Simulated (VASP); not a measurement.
Crystal: CuO.

```
CELL_PARAMETERS angstrom
3.61418 0.00000 0.00000
0.00000 3.61418 0.00000
0.00000 0.00000 3.76205
ATOMIC_POSITIONS crystal
Cu 0.50000 0.50000 0.50000
Cu 0.00000 0.00000 0.00000
O 0.00000 0.50000 0.50000
O 0.50000 0.00000 0.50000
```

The cell was generated, and may not be a known phase.

| Item | Value |
| --- | --- |
| Program | VASP 6.6.1 |
| Task | relaxation of cell and atoms |
| Functional | PBE |
| Potentials or basis | VASP PAW PBE potentials, release 64 (Cu, O) |
| Cutoff | 600 eV |
| k mesh | 6 × 6 × 4 |
| Occupations | gaussian, width 0.1 eV |
| Spin | collinear spin |
| Starting moments | [1.0, -1.0, 0.0, 0.0] μB |

At the start: pressure 0.8 GPa; volume 12.29 Å³/atom.

Where does the relaxation end?

Over 7 steps the energy falls by 272.5 meV/atom and the volume is 10.24 Å³/atom (-16.6 %); space group P4/mmm (No. 123, to 0.1 Å) before and after; moment 0.00 μB per cell.

The path:
| step | energy change (eV) | largest force (eV/Å) | pressure (GPa) | volume (Å³) |
| --- | --- | --- | --- | --- |
| 1 | 0.0000 | 0.0000 | 0.76 | 49.14 |
| 2 | -0.4814 | 0.0000 | -8.23 | 49.36 |
| 3 | -0.6207 | 0.0000 | -12.51 | 49.29 |
| 4 | -0.9748 | 0.0000 | -7.59 | 44.69 |
| 5 | -1.0824 | 0.0000 | -2.39 | 41.85 |
| 6 | -1.0895 | 0.0000 | 0.19 | 40.79 |
| 7 | -1.0898 | 0.0000 | -0.22 | 40.97 |

Final structure:
```cif
data_structure
_symmetry_space_group_name_H-M 'P 1'
_symmetry_Int_Tables_number 1
_cell_length_a 3.7822
_cell_length_b 3.7822
_cell_length_c 2.8639
_cell_angle_alpha 90.000
_cell_angle_beta 90.000
_cell_angle_gamma 90.000
_cell_volume 40.97
loop_
_atom_site_label
_atom_site_type_symbol
_atom_site_fract_x
_atom_site_fract_y
_atom_site_fract_z
_atom_site_occupancy
Cu1 Cu 0.50000 0.50000 0.50000 1
Cu2 Cu 0.00000 0.00000 0.00000 1
O1 O 0.00000 0.50000 0.50000 1
O2 O 0.50000 0.00000 0.50000 1
```

Caveat: the k points lie up to 0.55 Å⁻¹ apart in the final cell, too coarse for converged energies and pressures of a metal; the volume moved by over 15 % at a fixed basis, so the end points are rough.
